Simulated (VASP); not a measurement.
Runs of VASP 6.6.1 on Co. The structure is that of space group P6_3/mmc (No. 194), or close to it. The cells are those of the table. 

| task | cell | gap on the mesh (eV) | pressure (GPa) | moment (μB) |
| --- | --- | --- | --- | --- |
| electric field gradients | a = 2.595, b = 2.595, c = 4.091 Å, angles 90.0, 90.0, 120.0°, 2 atoms | none | -24.6 | 3.33 |
| electric field gradients | a = 2.469, b = 2.469, c = 4.091 Å, angles 90.0, 90.0, 120.0°, 2 atoms | none | (a) | 3.20 |
| electric field gradients | a = 2.502, b = 2.502, c = 4.064 Å, angles 90.0, 90.0, 120.0°, 2 atoms | none | -13.3 | 3.23 |
| electric field gradients | a = 2.569, b = 2.569, c = 4.091 Å, angles 90.0, 90.0, 120.0°, 2 atoms | none | (b) | 3.31 |
| single point | a = 2.502, b = 2.502, c = 4.064 Å, angles 90.0, 90.0, 120.0°, 2 atoms | none | -13.3 | 3.23 |
| single point | a = 2.527, b = 2.527, c = 4.105 Å, angles 90.0, 90.0, 120.0°, 2 atoms | none | -18.2 | 3.28 |
| single point | a = 2.468, b = 2.468, c = 4.007 Å, angles 90.0, 90.0, 120.0°, 2 atoms | none | -5.3 | 3.16 |

Alike in all rows: level PBEsol; potentials or basis VASP PAW PBE potentials, release 64 (Co); spin collinear, ferromagnetic start; k mesh 19 × 19 × 10; cutoff (eV) 520; smearing fermi-dirac 0.05 eV.

Question: Fill in the values left out.

Answer: (a) -9.4; (b) -22.3.

Caveats: the PAW data sets were made with another functional, which shifts forces and pressure a little.

A gap of «none» marks levels without a gap at the run's occupations.
